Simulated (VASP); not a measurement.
A run of VASP 6.6.1 is set up as follows.

INCAR

```
PREC     = Accurate       # precision mode
ENCUT    = 520            # plane-wave cutoff, eV
EDIFF    = 1E-6           # SCF threshold, eV
ISMEAR   = -1             # smearing method
SIGMA    = 0.05           # smearing width, eV
LREAL    = F              # projectors in reciprocal space
LASPH    = T              # aspherical terms in the spheres
NELM     = 80             # most SCF steps
ALGO     = Normal         # electronic algorithm
ISIF     = 2              # what is computed and relaxed
LWAVE    = F              # write WAVECAR
LCHARG   = T              # write CHGCAR
GGA      = PS             # functional
LELF     = T              # ELF
LVHAR    = T            
NBANDS   = 20             # bands
```

Contents of KPOINTS:

```
Automatic mesh
0
Gamma
  11 11 3
```

POSCAR

```
Al2O3
1.0
    2.8622660450      0.0000000000      0.0000000000
   -1.4311330225      2.4787951073      0.0000000000
    0.0000000000      0.0000000000      9.3371264057
Al O
2 3
Direct
    0.0000000000      0.0000000000      0.8515125209
    0.0000000000      0.0000000000      0.1484874791
    0.3333333333      0.6666666667      0.7788317995
    0.6666666667      0.3333333333      0.0000000000
    0.3333333333      0.6666666667      0.2211682005
```

Potentials or basis: VASP PAW PBE potentials, release 64 (Al, O).

Launch:

```bash
$ cat potpaw_PBE.64/Al/POTCAR potpaw_PBE.64/O/POTCAR > POTCAR
$ mpirun -np 1 vasp_std > vasp.out
```

What does it give for the largest force?

0.029 eV/Å.

Predict the band gap on the k mesh.

4.91 eV, indirect (least direct gap 5.16 eV).

What does it give for the pressure?

0.2 GPa.

Stress tensor (GPa, compression positive):
```
 0.38  0.00  0.00
 0.00  0.38  0.00
 0.00  0.00 -0.14
```

Caveat: the PAW data sets were made with another functional, which shifts forces and pressure a little. A k mesh can miss the band edges.
